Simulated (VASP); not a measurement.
# C: single point with PBEsol+D3(BJ)

C:

```
C
1.0
     2.48933    0.00000    0.00000
    -1.24467    2.15583    0.00000
     0.00000    0.00000    5.90246
C
4
Direct
  0.00000 0.00000 0.00250
  0.00000 0.00000 0.50250
  0.33333 0.66667 0.00250
  0.66667 0.33333 0.50250
```

This cell differs from its parent crystal: volume 7.919 Å^3 an atom, c/a of the conventional cell 2.3711.

```json
{"Program": "VASP 6.6.1", "Task": "single point", "Functional": "PBEsol", "Dispersion": "D3(BJ)", "Potentials or basis": "VASP PAW PBE potentials, release 64 (C)", "Cutoff": "520 eV", "k mesh": "21 × 21 × 8", "Occupations": "gaussian, width 0.15 eV", "Spin": "no spin polarisation", "Dipole correction": "no", "Further INCAR settings": "ALGO = Normal; EDIFF = 1e-07; NBANDS = 16"}
```

The pressure is -8.9 GPa and the band gap on the k mesh is zero (band 8 reaches 5.61 eV, above the bottom of band 9 at 5.49 eV). The dispersion energy per atom is -0.124 eV.

Stress tensor (GPa, compression positive):
```
-17.05   0.00   0.00
  0.00 -17.05   0.00
  0.00   0.00   7.36
```

Levels at points of the mesh, in eV from the Fermi level:
| k point | band 4 | band 5 | band 6 | band 7 | band 8 | band 9 | band 10 | band 11 | band 12 | band 13 |
| --- | --- | --- | --- | --- | --- | --- | --- | --- | --- | --- |
| (0.00, 0.00, 0.00) | -5.32 | -2.93 | -2.93 | -2.86 | -2.86 | 5.68 | 8.13 | 8.13 | 8.29 | 8.29 |
| (0.00, 0.00, 0.50) | -7.39 | -2.90 | -2.90 | -2.90 | -2.90 | 8.21 | 8.21 | 8.21 | 8.21 | 9.51 |

Wall time 70 s on 1 thread of AMD EPYC 9R45 96-Core Processor (Zen 5) (shared host), peak memory 0.19 GiB.

Caveat: the PAW data sets were made with another functional, which shifts forces and pressure a little; pairwise dispersion overbinds metals, which lowers pressure and volume.
